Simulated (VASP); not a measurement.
# SiC (Cm) in VASP: further runs

SiC is run at these levels: PBE; tasks: single point.

All numbers are computed with VASP 6.6.1; they aren't measurements. Logs are shortened: lines on timing, memory, paths and dates and some standing lists are left out, and cuts for length are marked.

## 1. The cell of the first run

It takes space group Cm (No. 8, monoclinic). Conventional cell: a = 5.325 Å, b = 3.075 Å, c = 3.075 Å, α = 90.00°, β = 125.26°, γ = 90.00°. Within 2.1 Å of Si (site symmetry m) lie 4 C at 1.57 to 2.03 Å. Within 2.1 Å of C (site symmetry m) lie 4 Si at 1.57 to 2.03 Å.

## 2. Single point, PBE (atom 1 (Si) moved by (-0.225, -0.225) A along [1 1 0] and z)

The input, INCAR:

```
SYSTEM = SiC
PREC = Accurate
ENCUT = 520
EDIFF = 1E-6
ISMEAR = 0
SIGMA = 0.05
LREAL = .FALSE.
LASPH = .TRUE.
NELM = 100
ALGO = Normal
ISIF = 2
LWAVE = .FALSE.
LCHARG = .FALSE.
GGA = PE
NBANDS = 11
```

The input, KPOINTS:

```
Automatic mesh
0
G
  12 12 12
  0 0 0
```

The input, POSCAR:

```
SiC
1.0
    0.0000000000      2.1740000000      2.1740000000
    2.1740000000      0.0000000000      2.1740000000
    2.1740000000      2.1740000000      0.0000000000
Si C
1 1
Direct
   -0.0517479301     -0.0517479301     -0.0214346945
    0.7500000000      0.7500000000      0.7500000000
```

Potentials or basis: VASP PAW PBE potentials, release 64 (Si, C).

On the command line:

```
$ cat potpaw_PBE.64/Si/POTCAR potpaw_PBE.64/C/POTCAR > POTCAR
$ mpirun -np 1 vasp_std > vasp.out
```

OUTCAR:

```text
SYSTEM = SiC
   PREC = Accurate
   ENCUT = 520
   EDIFF = 1E-6
   ISMEAR = 0
   LREAL = .FALSE.
   LASPH = .TRUE.
   NELM = 100
   ISIF = 2
   GGA = PE

 ion  position               nearest neighbor table
   1  0.948  0.948  0.979-   2 1.57   2 1.96   2 2.03   2 2.03
   2  0.750  0.750  0.750-   1 1.57   1 1.96   1 2.03   1 2.03

  LATTYP: Found a face centered cubic cell.
 ALAT       =     4.3480000000

  Lattice vectors:

 A1 = (   0.0000000000,   2.1740000000,   2.1740000000)
 A2 = (   2.1740000000,   0.0000000000,   2.1740000000)
 A3 = (   2.1740000000,   2.1740000000,   0.0000000000)

Analysis of symmetry for initial positions (statically):
=====================================================================
 Subroutine PRICEL returns:
 Original cell was already a primitive cell.

 Routine SETGRP: Setting up the symmetry group for a
 face centered cubic supercell.

 Subroutine GETGRP returns: Found  2 space group operations
 (whereof  2 operations were pure point group operations)
 out of a pool of 48 trial point group operations.

The static configuration has the point symmetry C_1h.

Analysis of symmetry for dynamics (positions and initial velocities):
=====================================================================
 Subroutine PRICEL returns:
 Original cell was already a primitive cell.

 Routine SETGRP: Setting up the symmetry group for a
 face centered cubic supercell.

 Subroutine GETGRP returns: Found  2 space group operations
 (whereof  2 operations were pure point group operations)
 out of a pool of 48 trial point group operations.

The dynamic configuration has the point symmetry C_1h.

 Subroutine INISYM returns: Found  2 space group operations
 (whereof  2 operations are pure point group operations),
 and found     1 'primitive' translations

----------------------------------------------------------------------------------------

                                     Primitive cell

  volume of cell :      20.5498

  direct lattice vectors                    reciprocal lattice vectors
     0.000000000  2.174000000  2.174000000    -0.229990800  0.229990800  0.229990800
     2.174000000  0.000000000  2.174000000     0.229990800 -0.229990800  0.229990800
     2.174000000  2.174000000  0.000000000     0.229990800  0.229990800 -0.229990800

  length of vectors
     3.074500285  3.074500285  3.074500285     0.398355752  0.398355752  0.398355752

  position of ions in fractional coordinates (direct lattice)
     0.948252070  0.948252070  0.978565305
     0.750000000  0.750000000  0.750000000

  ion indices of the primitive-cell ions
   primitive index   ion index
                 1           1
                 2           2

----------------------------------------------------------------------------------------

 KPOINTS: Automatic mesh

Automatic generation of k-mesh.
 Grid dimensions read from file:
 generate k-points for:   12   12   12

 Generating k-lattice:

  Cartesian coordinates                     Fractional coordinates (reciprocal lattice)
    -0.019165900  0.019165900  0.019165900     0.083333333  0.000000000  0.000000000
     0.019165900 -0.019165900  0.019165900     0.000000000  0.083333333  0.000000000
     0.019165900  0.019165900 -0.019165900     0.000000000  0.000000000  0.083333333

  Length of vectors
     0.033196313  0.033196313  0.033196313

  Shift w.r.t. Gamma in fractional coordinates (k-lattice)
     0.000000000  0.000000000  0.000000000

 Subroutine IBZKPT returns following result:
 ===========================================

 Found    476 irreducible k-points:

 Following reciprocal coordinates:
            Coordinates               Weight
  0.000000  0.000000  0.000000      1.000000
  0.083333  0.000000  0.000000      4.000000
  0.000000  0.000000  0.083333      2.000000
  0.083333  0.083333  0.083333      2.000000
  0.166667  0.000000  0.000000      4.000000
  0.000000  0.000000  0.166667      2.000000
[... 16 lines left out ...]
  0.000000  0.166667  0.083333      4.000000
  0.083333  0.000000  0.166667      4.000000
 [... further k-points ...]
   k-points           NKPTS =    476   k-points in BZ     NKDIM =    476   number of bands    NBANDS=     11
   number of dos      NEDOS =    301   number of ions     NIONS =      2
   total plane-waves  NPLWV =  13824
   dimension x,y,z NGX =    24 NGY =   24 NGZ =   24
   dimension x,y,z NGXF=    48 NGYF=   48 NGZF=   48
   ions per type =               1   1
   NGX,Y,Z   is equivalent  to a cutoff of  12.98, 12.98, 12.98 a.u.
   NGXF,Y,Z  is equivalent  to a cutoff of  25.95, 25.95, 25.95 a.u.
 SYSTEM =  SiC
   PREC   = accura    normal or accurate (medium, high low for compatibility)
   ISTART =      0    job   : 0-new  1-cont  2-samecut
   ICHARG =      2    charge: 1-file 2-atom 10-const
   ISPIN  =      1    spin polarized calculation?
   LNONCOLLINEAR =      F non collinear calculations
   LSORBIT =      F    spin-orbit coupling
   LASPH  =      T    aspherical Exc in radial PAW
   ENCUT  =  520.0 eV  38.22 Ry    6.18 a.u.   5.72  5.72  5.72*2*pi/ulx,y,z
   NELM   =    100;   NELMIN=  2; NELMDL= -5     # of ELM steps
   EDIFF  = 0.1E-05   stopping-criterion for ELM
   LREAL  =      F    real-space projection
   EDIFFG = 0.1E-04   stopping-criterion for IOM
   NSW    =      0    number of steps for IOM
   IBRION =     -1    ionic relax: 0-MD 1-quasi-New 2-CG
   NFREE  =      0    steps in history (QN), initial steepest desc. (CG)
   ISIF   =      2    stress and relaxation
   ISYM   =      2    0-nonsym 1-usesym 2-fastsym
   POTIM  = 0.5000    time-step for ionic-motion
   TEBEG  =    0.0;   TEEND  =   0.0 temperature during run
   PSTRESS=    0.0 pullay stress
   NELECT =       8.0000    total number of electrons
   NUPDOWN=      -1.0000    fix difference up-down
   EMIN   =  10.00;   EMAX   =-10.00  energy-range for DOS
   EFERMI =   0.00;   METHOD = LEGACY
   ISMEAR =     0;   SIGMA  =   0.05  broadening in eV -4-tet -1-fermi 0-gaus
   EFERMI_NEDOS =   21; number of points for ismear=-14 and -15
   IALGO  =     38    algorithm
   IMIX   =      4    mixing-type and parameters
     AMIX     =   0.40;   BMIX     =  1.00
     AMIX_MAG =   1.60;   BMIX_MAG =  1.00
  volume/ion in A,a.u.               =      10.27        69.34
  Fermi-wavevector in a.u.,A,eV,Ry     =   1.195369  2.258920 19.441458  1.428907
  Thomas-Fermi vector in A             =   2.331336
   LORBIT       =      0    0 simple, 1 ext, 2 COOP (PROOUT), +10 PAW based schemes
   GGA     = PE    functional components
   LHFCALC =     F    Hartree Fock is set to
   AEXX    =    0.0000 exact exchange contribution
   IVDW    =     0    specifies the selected vdW correction
   LEPSILON=     F    determine dielectric tensor
   LRPA    =     F    only Hartree local field effects (RPA)
 non-spin polarized calculation
 Gauss-broadening in eV      SIGMA  =   0.05
  energy-cutoff  :      520.00
  volume of cell :       20.55
 maximum number of plane-waves:       568
   NGX = 11   NGY = 11   NGZ = 11

 number of electron       8.0000000 magnetization

 Free energy of the ion-electron system (eV)
  ---------------------------------------------------
  ext. energy  EPLUGINS =         0.00000000
  ---------------------------------------------------
  free energy    TOTEN  =       -13.57318126 eV

  energy without entropy =      -13.57318126  energy(sigma->0) =      -13.57318126

 E-fermi :   9.0468     XC(G=0): -11.3774

 val. band max:        8.8830826133   @ k =   0.0000   0.0000   0.0000
 cond. band min:       9.2148397519   @ k =   0.0000   0.5000   0.5000
 fundamental gap:      0.3317571385
 Fermi energy:         9.0467563427

 k-point     1 :       0.0000    0.0000    0.0000
  band No.  band energies     occupation
      1      -7.3600      2.00000
      2       6.3976      2.00000
      3       8.6352      2.00000
      4       8.8831      2.00000
      5      14.1017      0.00000
      6      15.1813      0.00000
      7      15.2207      0.00000
      8      16.6534      0.00000
      9      22.4367      0.00000
     10      22.4870      0.00000
     11      24.3896      0.00000

 k-point     2 :       0.0833    0.0000    0.0000
  band No.  band energies     occupation
      1      -7.2269      2.00000
      2       6.2335      2.00000
      3       8.1344      2.00000
      4       8.6578      2.00000
      5      14.3178      0.00000
      6      15.1556      0.00000
      7      15.2747      0.00000
      8      17.0278      0.00000
      9      21.9555      0.00000
     10      22.0393      0.00000
     11      24.2030      0.00000

 k-point     3 :       0.0000    0.0000    0.0833
  band No.  band energies     occupation
      1      -7.2260      2.00000
      2       6.1770      2.00000
      3       8.0920      2.00000
      4       8.8021      2.00000
      5      14.2558      0.00000
      6      15.1397      0.00000
      7      15.2639      0.00000
      8      17.1059      0.00000
      9      21.8188      0.00000
     10      22.0340      0.00000
     11      24.3750      0.00000

 k-point     4 :       0.0833    0.0833    0.0833
  band No.  band energies     occupation
      1      -7.2221      2.00000
      2       5.8890      2.00000
      3       8.5022      2.00000
      4       8.7535      2.00000
      5      14.2825      0.00000
      6      15.4642      0.00000
      7      15.5029      0.00000
      8      16.5517      0.00000
      9      21.4461      0.00000
     10      21.5864      0.00000
     11      24.7015      0.00000

 k-point     5 :       0.1667    0.0000    0.0000
  band No.  band energies     occupation
      1      -6.8325      2.00000
      2       5.5050      2.00000
      3       7.0329      2.00000
      4       8.4519      2.00000
      5      14.1211      0.00000
      6      15.1846      0.00000
      7      15.9233      0.00000
      8      17.5710      0.00000
      9      21.4978      0.00000
     10      21.6859      0.00000
     11      23.3041      0.00000
[... 211 lines left out ...]
 k-point    21 :       0.0000    0.0833    0.0833
  band No.  band energies     occupation
      1      -7.1806      2.00000
      2       6.0618      2.00000
      3       8.2481      2.00000
      4       8.4835      2.00000
      5      14.4243      0.00000
      6      14.7418      0.00000
      7      15.7361      0.00000
      8      17.0721      0.00000
      9      20.7919      0.00000
     10      22.7178      0.00000
     11      25.0056      0.00000

 k-point    22 :       0.1667    0.0833    0.0000
  band No.  band energies     occupation
      1      -6.8712      2.00000
      2       5.5873      2.00000
      3       7.2247      2.00000
      4       8.3291      2.00000
      5      14.1843      0.00000
      6      14.9660      0.00000
      7      16.1855      0.00000
      8      17.5988      0.00000
      9      20.1176      0.00000
     10      22.5939      0.00000
     11      24.4278      0.00000

 k-point    23 :       0.0000    0.1667    0.0833
  band No.  band energies     occupation
      1      -6.8720      2.00000
      2       5.5816      2.00000
      3       7.3256      2.00000
      4       8.2401      2.00000
      5      14.1674      0.00000
      6      15.0018      0.00000
      7      16.1413      0.00000
      8      17.5428      0.00000
      9      20.0894      0.00000
     10      22.7087      0.00000
     11      24.5209      0.00000

 k-point    24 :       0.0833    0.0000    0.1667
  band No.  band energies     occupation
      1      -6.8692      2.00000
      2       5.4505      2.00000
      3       7.3348      2.00000
      4       8.4449      2.00000
      5      14.1459      0.00000
      6      14.9001      0.00000
      7      16.0801      0.00000
      8      17.7257      0.00000
      9      20.0580      0.00000
     10      22.5650      0.00000
     11      24.6240      0.00000

 [... further k-points ...]

------------------------ aborting loop because EDIFF is reached ----------------------------------------

  FORCE on cell =-STRESS in cart. coord.  units (eV):
  Direction    XX          YY          ZZ          XY          YZ          ZX
  --------------------------------------------------------------------------------------
  -------------------------------------------------------------------------------------
  Total        3.3634607      3.3634607      2.5899361      3.8161186      3.4662433      3.4662434
  in kB      262.2335895    262.2335895    201.9254286    297.5252550    270.2470838    270.2470860
  external PRESSURE =     242.1308692 kB  Pullay stress =       0.0000000 kB

 VOLUME and BASIS-vectors are now :
 -----------------------------------------------------------------------------
  energy-cutoff  :      520.00
  volume of cell :       20.55
      direct lattice vectors                 reciprocal lattice vectors
     0.000000000  2.174000000  2.174000000    -0.229990800  0.229990800  0.229990800
     2.174000000  0.000000000  2.174000000     0.229990800 -0.229990800  0.229990800
     2.174000000  2.174000000  0.000000000     0.229990800  0.229990800 -0.229990800

 POSITION                                       TOTAL-FORCE (eV/Angst)
 -----------------------------------------------------------------------------------
      4.18890      4.18890      4.12300         6.492670      6.492670      6.763745
      3.26100      3.26100      3.26100        -6.492670     -6.492670     -6.763745
 -----------------------------------------------------------------------------------
    total drift:                                0.000062      0.000062      0.000066

  FREE ENERGIE OF THE ION-ELECTRON SYSTEM (eV)
  ---------------------------------------------------
  free  energy   TOTEN  =       -13.5731812615 eV

  energy  without entropy=      -13.5731812607  energy(sigma->0) =      -13.57318126
```

It took 59 s on 1 thread of Intel Xeon Platinum 8259CL at 2.50GHz (Skylake/Cascade Lake), shared host; peak memory 0.22 GiB.

What came out:

```yaml
Free_energy: -13.5732 eV
Pressure: 24.2 GPa
Largest_force: 11.404 eV/Å
Band_gap_on_the_k_mesh: 0.33 eV, indirect (least direct gap 3.91 eV)
```

Forces in eV/Å, atoms in the order of the input:
```
Si   6.493  6.493  6.764
C   -6.493 -6.493 -6.764
```

Stress tensor (GPa, compression positive):
```
26.22 29.75 27.02
29.75 26.22 27.02
27.02 27.02 20.19
```

Caveat: the cell differs from its parent crystal (atom 1 (Si) moved by (-0.225, -0.225) A along [1 1 0] and z); forces of over 1 eV/Å act on the atoms, so gaps and moduli don't describe the material at rest. A k mesh can miss the band edges.

## 3. Single point, PBE (atom 1 (Si) moved by (-0.225, +0.225) A along [1 1 0] and z)

The input, INCAR:

```
  ALGO = Normal
  EDIFF = 1E-6
  ENCUT = 520
  GGA = PE
  ISIF = 2
  ISMEAR = 0
  LASPH = T
  LCHARG = F
  LREAL = F
  LWAVE = F
  NBANDS = 11
  NELM = 60
  PREC = Accurate
  SIGMA = 0.05
```

The input, KPOINTS:

```
k-points
0
Gamma
  12 12 12
```

Edit POSCAR of step 2 so:

```diff
@@ -8,3 +8,3 @@
 Direct
-   -0.0517479301     -0.0517479301     -0.0214346945
+    0.0517479301      0.0517479301     -0.1249305546
     0.7500000000      0.7500000000      0.7500000000
```

Potentials or basis: VASP PAW PBE potentials, release 64 (Si, C).

On the command line:

```
$ cat potpaw_PBE.64/Si/POTCAR potpaw_PBE.64/C/POTCAR > POTCAR
$ mpirun -np 1 vasp_std > vasp.out
```

It took 58 s on 1 thread of Intel Xeon Platinum 8259CL at 2.50GHz (Skylake/Cascade Lake), shared host; peak memory 0.21 GiB.

Results (log left out):

```
Free energy            : -14.4141 eV
Pressure               : 12.2 GPa
Largest force          : 3.221 eV/Å
Band gap on the k mesh : zero (band 4 reaches 9.48 eV, above the bottom of band 5 at 9.31 eV)
```

Forces in eV/Å, atoms in the order of the input:
```
Si   1.060  1.060 -2.851
C   -1.060 -1.060  2.851
```

Stress tensor (GPa, compression positive):
```
13.91 -9.61  2.44
-9.61 13.91  2.44
 2.44  2.44  8.82
```

Levels at points of the mesh, in eV from the Fermi level:
| k point | band 1 | band 2 | band 3 | band 4 | band 5 | band 6 | band 7 | band 8 |
| --- | --- | --- | --- | --- | --- | --- | --- | --- |
| (0.00, 0.00, 0.00) | -16.71 | -2.27 | -1.78 | 0.09 | 4.60 | 6.25 | 6.38 | 6.57 |
| (0.50, 0.00, 0.00) | -12.98 | -10.21 | -2.99 | -1.03 | 3.73 | 5.32 | 7.36 | 8.59 |
| (0.00, 0.00, 0.50) | -13.48 | -8.90 | -3.04 | -2.55 | 4.37 | 5.33 | 5.80 | 8.62 |
| (0.50, 0.50, 0.50) | -13.09 | -9.94 | -3.27 | -0.98 | 3.66 | 5.22 | 7.33 | 8.61 |
| (0.50, 0.50, 0.00) | -11.76 | -9.01 | -4.99 | -3.78 | -0.04 | 2.90 | 12.90 | 12.96 |
| (0.00, 0.50, 0.50) | -11.73 | -9.13 | -4.77 | -3.78 | -0.08 | 2.76 | 12.67 | 13.11 |

Caveat: the cell differs from its parent crystal (atom 1 (Si) moved by (-0.225, +0.225) A along [1 1 0] and z); forces of over 1 eV/Å act on the atoms, so gaps and moduli don't describe the material at rest.
